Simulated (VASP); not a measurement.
# BeRu3 (I4/mmm) in VASP: single point with PBE

Aim: the single point of BeRu3 with PBE.

All numbers are computed with VASP 6.6.1; they aren't measurements. Logs are shortened: lines on timing, memory, paths and dates and some standing lists are left out, and cuts for length are marked.

## (1) The cell of the first run

The structure is tetragonal, space group I4/mmm (No. 139). The conventional cell has a = 3.612 Å, b = 3.612 Å, c = 7.907 Å, α = 90.00°, β = 90.00°, γ = 90.00°. Within 3.4 Å of Ru (site symmetry 4/mmm) lie 4 Be at 2.55 Å and 8 Ru at 2.68 Å. Within 3.4 Å of Ru (site symmetry -4m2) lie 8 Ru at 2.55 to 2.68 Å and 4 Be at 2.68 Å. Within 3.4 Å of Be (site symmetry 4/mmm) lie 12 Ru at 2.55 to 2.68 Å.

## (2) Single point, PBE

INCAR

```
PREC     = Accurate       # precision mode
ENCUT    = 520            # plane-wave cutoff, eV
EDIFF    = 1E-6           # SCF threshold, eV
ISMEAR   = -1             # smearing method
SIGMA    = 0.05           # smearing width, eV
LREAL    = False          # projectors in reciprocal space
LASPH    = True           # aspherical terms in the spheres
NELM     = 60             # most SCF steps
ALGO     = Fast           # electronic algorithm
ISIF     = 2              # what is computed and relaxed
LWAVE    = False          # write WAVECAR
LCHARG   = False          # write CHGCAR
GGA      = PE             # functional
NBANDS   = 30             # bands
```

KPOINTS

```
Automatic mesh
0
Gamma
  10 10 10
```

POSCAR

```
BeRu3
1.0
   -1.8057610000      1.8057610000      3.9533950000
    1.8057610000     -1.8057610000      3.9533950000
    1.8057610000      1.8057610000     -3.9533950000
Ru Be
3 1
Direct
    0.5000000000      0.5000000000      0.0000000000
    0.2500000000      0.7500000000      0.5000000000
    0.7500000000      0.2500000000      0.5000000000
    0.0000000000      0.0000000000      0.0000000000
```

Potentials or basis: VASP PAW PBE potentials, release 64 (Ru_pv, Be).

Started as:

```
> cat potpaw_PBE.64/Ru_pv/POTCAR potpaw_PBE.64/Be/POTCAR > POTCAR
> mpirun -np 1 vasp_std > vasp.out
```

OUTCAR:

```text
PREC = Accurate
   ENCUT = 520
   EDIFF = 1E-6
   ISMEAR = -1
   LREAL = False
   LASPH = True
   NELM = 60
   ISIF = 2
   GGA = PE

 ion  position               nearest neighbor table
   1  0.500  0.500  0.000-   4 2.55   4 2.55   4 2.55   4 2.55   3 2.68   2 2.68   3 2.68   3 2.68
                             2 2.68   2 2.68   3 2.68   2 2.68
   2  0.250  0.750  0.500-   3 2.55   3 2.55   3 2.55   3 2.55   4 2.68   1 2.68   4 2.68   1 2.68
                             4 2.68   4 2.68   1 2.68   1 2.68
   3  0.750  0.250  0.500-   2 2.55   2 2.55   2 2.55   2 2.55   4 2.68   1 2.68   4 2.68   4 2.68
                             1 2.68   1 2.68   4 2.68   1 2.68
   4  0.000  0.000  0.000-   1 2.55   1 2.55   1 2.55   1 2.55   3 2.68   2 2.68   3 2.68   2 2.68
                             3 2.68   3 2.68   2 2.68   2 2.68

  LATTYP: Found a body centered tetragonal cell.
 ALAT       =     3.6115220000
 C/A-ratio  =     2.1893235041

  Lattice vectors:

 A1 = (  -1.8057610000,   1.8057610000,   3.9533950000)
 A2 = (   1.8057610000,  -1.8057610000,   3.9533950000)
 A3 = (   1.8057610000,   1.8057610000,  -3.9533950000)

Analysis of symmetry for initial positions (statically):
=====================================================================
 Subroutine PRICEL returns:
 Original cell was already a primitive cell.

 Routine SETGRP: Setting up the symmetry group for a
 body centered tetragonal supercell.

 Subroutine GETGRP returns: Found 16 space group operations
 (whereof 16 operations were pure point group operations)
 out of a pool of 16 trial point group operations.

The static configuration has the point symmetry D_4h.

Analysis of symmetry for dynamics (positions and initial velocities):
=====================================================================
 Subroutine PRICEL returns:
 Original cell was already a primitive cell.

 Routine SETGRP: Setting up the symmetry group for a
 body centered tetragonal supercell.

 Subroutine GETGRP returns: Found 16 space group operations
 (whereof 16 operations were pure point group operations)
 out of a pool of 16 trial point group operations.

The dynamic configuration has the point symmetry D_4h.

 Subroutine INISYM returns: Found 16 space group operations
 (whereof 16 operations are pure point group operations),
 and found     1 'primitive' translations

----------------------------------------------------------------------------------------

                                     Primitive cell

  volume of cell :      51.5645

  direct lattice vectors                    reciprocal lattice vectors
    -1.805761000  1.805761000  3.953395000     0.000000000  0.276891571  0.126473575
     1.805761000 -1.805761000  3.953395000     0.276891571  0.000000000  0.126473575
     1.805761000  1.805761000 -3.953395000     0.276891571  0.276891571  0.000000000

  length of vectors
     4.706471885  4.706471885  4.706471885     0.304408455  0.304408455  0.391583815

  position of ions in fractional coordinates (direct lattice)
     0.500000000  0.500000000  0.000000000
     0.250000000  0.750000000  0.500000000
     0.750000000  0.250000000  0.500000000
     0.000000000  0.000000000  0.000000000

  ion indices of the primitive-cell ions
   primitive index   ion index
                 1           1
                 2           2
                 3           3
                 4           4

----------------------------------------------------------------------------------------

 KPOINTS: Automatic mesh

Automatic generation of k-mesh.
 Grid dimensions read from file:
 generate k-points for:   10   10   10

 Generating k-lattice:

  Cartesian coordinates                     Fractional coordinates (reciprocal lattice)
     0.000000000  0.027689157  0.012647358     0.100000000  0.000000000  0.000000000
     0.027689157  0.000000000  0.012647358     0.000000000  0.100000000  0.000000000
     0.027689157  0.027689157  0.000000000     0.000000000  0.000000000  0.100000000

  Length of vectors
     0.030440845  0.030440845  0.039158381

  Shift w.r.t. Gamma in fractional coordinates (k-lattice)
     0.000000000  0.000000000  0.000000000

 Subroutine IBZKPT returns following result:
 ===========================================

 Found    102 irreducible k-points:

 Following reciprocal coordinates:
            Coordinates               Weight
  0.000000  0.000000  0.000000      1.000000
  0.100000  0.000000 -0.000000      8.000000
  0.200000  0.000000 -0.000000      8.000000
  0.300000  0.000000 -0.000000      8.000000
  0.400000  0.000000  0.000000      8.000000
  0.500000  0.000000 -0.000000      4.000000
[... 16 lines left out ...]
  0.300000  0.300000 -0.000000      8.000000
  0.400000  0.300000 -0.000000     16.000000
 [... further k-points ...]
   k-points           NKPTS =    102   k-points in BZ     NKDIM =    102   number of bands    NBANDS=     30
   number of dos      NEDOS =    301   number of ions     NIONS =      4
   total plane-waves  NPLWV =  46656
   dimension x,y,z NGX =    36 NGY =   36 NGZ =   36
   dimension x,y,z NGXF=    72 NGYF=   72 NGZF=   72
   ions per type =               3   1
   NGX,Y,Z   is equivalent  to a cutoff of  12.72, 12.72, 12.72 a.u.
   NGXF,Y,Z  is equivalent  to a cutoff of  25.43, 25.43, 25.43 a.u.
 SYSTEM =  unknown system
   PREC   = accura    normal or accurate (medium, high low for compatibility)
   ISTART =      0    job   : 0-new  1-cont  2-samecut
   ICHARG =      2    charge: 1-file 2-atom 10-const
   ISPIN  =      1    spin polarized calculation?
   LNONCOLLINEAR =      F non collinear calculations
   LSORBIT =      F    spin-orbit coupling
   LASPH  =      T    aspherical Exc in radial PAW
   ENCUT  =  520.0 eV  38.22 Ry    6.18 a.u.   8.75  8.75  8.75*2*pi/ulx,y,z
   NELM   =     60;   NELMIN=  2; NELMDL= -5     # of ELM steps
   EDIFF  = 0.1E-05   stopping-criterion for ELM
   LREAL  =      F    real-space projection
   EDIFFG = 0.1E-04   stopping-criterion for IOM
   NSW    =      0    number of steps for IOM
   IBRION =     -1    ionic relax: 0-MD 1-quasi-New 2-CG
   NFREE  =      0    steps in history (QN), initial steepest desc. (CG)
   ISIF   =      2    stress and relaxation
   ISYM   =      2    0-nonsym 1-usesym 2-fastsym
   POTIM  = 0.5000    time-step for ionic-motion
   TEBEG  =    0.0;   TEEND  =   0.0 temperature during run
   PSTRESS=    0.0 pullay stress
   NELECT =      44.0000    total number of electrons
   NUPDOWN=      -1.0000    fix difference up-down
   EMIN   =  10.00;   EMAX   =-10.00  energy-range for DOS
   EFERMI =   0.00;   METHOD = LEGACY
   ISMEAR =    -1;   SIGMA  =   0.05  broadening in eV -4-tet -1-fermi 0-gaus
   EFERMI_NEDOS =   21; number of points for ismear=-14 and -15
   IALGO  =     68    algorithm
   IMIX   =      4    mixing-type and parameters
     AMIX     =   0.40;   BMIX     =  1.00
     AMIX_MAG =   1.60;   BMIX_MAG =  1.00
  volume/ion in A,a.u.               =      12.89        86.99
  Fermi-wavevector in a.u.,A,eV,Ry     =   1.552776  2.934321 32.805188  2.411113
  Thomas-Fermi vector in A             =   2.657102
   LORBIT       =      0    0 simple, 1 ext, 2 COOP (PROOUT), +10 PAW based schemes
   GGA     = PE    functional components
   LHFCALC =     F    Hartree Fock is set to
   AEXX    =    0.0000 exact exchange contribution
   IVDW    =     0    specifies the selected vdW correction
   LEPSILON=     F    determine dielectric tensor
   LRPA    =     F    only Hartree local field effects (RPA)
 non-spin polarized calculation
 RMM-DIIS sequential band-by-band and
  energy-cutoff  :      520.00
  volume of cell :       51.56
 maximum number of plane-waves:      1422
   NGX = 17   NGY = 17   NGZ = 17

 number of electron      44.0000007 magnetization

 Free energy of the ion-electron system (eV)
  ---------------------------------------------------
  ext. energy  EPLUGINS =         0.00000000
  ---------------------------------------------------
  free energy    TOTEN  =       -31.07533878 eV

  energy without entropy =      -31.04358570  energy(sigma->0) =      -31.05946224

 E-fermi :  10.8924     XC(G=0): -13.1685

 val. band max:       10.8912373471   @ k =  -0.3000   0.3000   0.0000
 cond. band min:      10.8962584783   @ k =   0.3000   0.1000   0.1000
 fundamental gap:      0.0050211312
 Fermi energy:        10.8924054173

 k-point     1 :       0.0000    0.0000    0.0000
  band No.  band energies     occupation
      1     -32.2997      2.00000
      2     -32.2997      2.00000
      3     -32.2841      2.00000
      4     -31.7549      2.00000
      5     -31.7220      2.00000
      6     -31.7220      2.00000
[... 22 lines left out ...]
     29      19.3084      0.00000
     30      20.5793      0.00000

 k-point     2 :       0.1000    0.0000   -0.0000
  band No.  band energies     occupation
      1     -32.3215      2.00000
      2     -32.2830      2.00000
      3     -32.2344      2.00000
      4     -31.8025      2.00000
      5     -31.7266      2.00000
      6     -31.6811      2.00000
[... 22 lines left out ...]
     29      19.3197      0.00000
     30      19.7488      0.00000

 k-point     3 :       0.2000    0.0000   -0.0000
  band No.  band energies     occupation
      1     -32.3146      2.00000
      2     -32.2347      2.00000
      3     -32.1633      2.00000
      4     -31.8545      2.00000
      5     -31.7439      2.00000
      6     -31.6572      2.00000
[... 22 lines left out ...]
     29      17.6835      0.00000
     30      20.2050      0.00000

 k-point     4 :       0.3000    0.0000   -0.0000
  band No.  band energies     occupation
      1     -32.2725      2.00000
      2     -32.1595      2.00000
      3     -32.0974      2.00000
      4     -31.8810      2.00000
      5     -31.7842      2.00000
      6     -31.7217      2.00000
[... 22 lines left out ...]
     29      17.9730      0.00000
     30      20.3715      0.00000

 k-point     5 :       0.4000    0.0000    0.0000
  band No.  band energies     occupation
      1     -32.2105      2.00000
      2     -32.0669      2.00000
      3     -32.0493      2.00000
      4     -31.8765      2.00000
      5     -31.8542      2.00000
      6     -31.8384      2.00000
[... 22 lines left out ...]
     29      18.7043      0.00000
     30      20.3756      0.00000
[... 526 lines left out ...]
     29      17.1626      0.00000
     30      19.8455      0.00000

 k-point    22 :      -0.2000    0.2000    0.0000
  band No.  band energies     occupation
      1     -32.4210      2.00000
      2     -32.1326      2.00000
      3     -32.0127      2.00000
      4     -31.9239      2.00000
      5     -31.8809      2.00000
      6     -31.6203      2.00000
[... 22 lines left out ...]
     29      17.0423      0.00000
     30      20.3224      0.00000

 k-point    23 :       0.3000    0.3000   -0.0000
  band No.  band energies     occupation
      1     -32.4306      2.00000
      2     -32.2276      2.00000
      3     -32.0122      2.00000
      4     -31.9224      2.00000
      5     -31.7662      2.00000
      6     -31.6848      2.00000
[... 22 lines left out ...]
     29      18.4071      0.00000
     30      20.2340      0.00000

 k-point    24 :       0.4000    0.3000   -0.0000
  band No.  band energies     occupation
      1     -32.4279      2.00000
      2     -32.3247      2.00000
      3     -32.0356      2.00000
      4     -31.9053      2.00000
      5     -31.7066      2.00000
      6     -31.6683      2.00000
[... 22 lines left out ...]
     29      18.4674      0.00000
     30      19.8206      0.00000

 [... further k-points ...]
[... 5 lines left out ...]
  --------------------------------------------------------------------------------------
  -------------------------------------------------------------------------------------
  Total       -0.7829617     -0.7829617     -0.5872802      0.0000000     -0.0000000      0.0000000
  in kB      -24.3276619    -24.3276619    -18.2475776      0.0000000     -0.0000000      0.0000000
  external PRESSURE =     -22.3009671 kB  Pullay stress =       0.0000000 kB

 VOLUME and BASIS-vectors are now :
 -----------------------------------------------------------------------------
  energy-cutoff  :      520.00
  volume of cell :       51.56
      direct lattice vectors                 reciprocal lattice vectors
    -1.805761000  1.805761000  3.953395000     0.000000000  0.276891571  0.126473575
     1.805761000 -1.805761000  3.953395000     0.276891571  0.000000000  0.126473575
     1.805761000  1.805761000 -3.953395000     0.276891571  0.276891571  0.000000000

 POSITION                                       TOTAL-FORCE (eV/Angst)
 -----------------------------------------------------------------------------------
      0.00000      0.00000      3.95339         0.000000     -0.000000     -0.000000
      1.80576      0.00000      1.97670        -0.000000      0.000000      0.000000
      0.00000      1.80576      1.97670         0.000000     -0.000000     -0.000000
      0.00000      0.00000      0.00000         0.000000     -0.000000     -0.000000
 -----------------------------------------------------------------------------------
    total drift:                               -0.000000      0.000000     -0.000000

  FREE ENERGIE OF THE ION-ELECTRON SYSTEM (eV)
  ---------------------------------------------------
  free  energy   TOTEN  =       -31.0753387773 eV

  energy  without entropy=      -31.0435856980  energy(sigma->0) =      -31.05946224
```

Run time: 6.3 min. Hardware: 1 thread of AMD EPYC 7R43 (Zen 3), shared host; peak memory 0.24 GiB.

What came out:

* Free energy: -31.0753 eV
* Pressure: -2.2 GPa
* Band gap on the k mesh: zero (band 22 reaches 12.25 eV, above the bottom of band 23 at 10.31 eV)
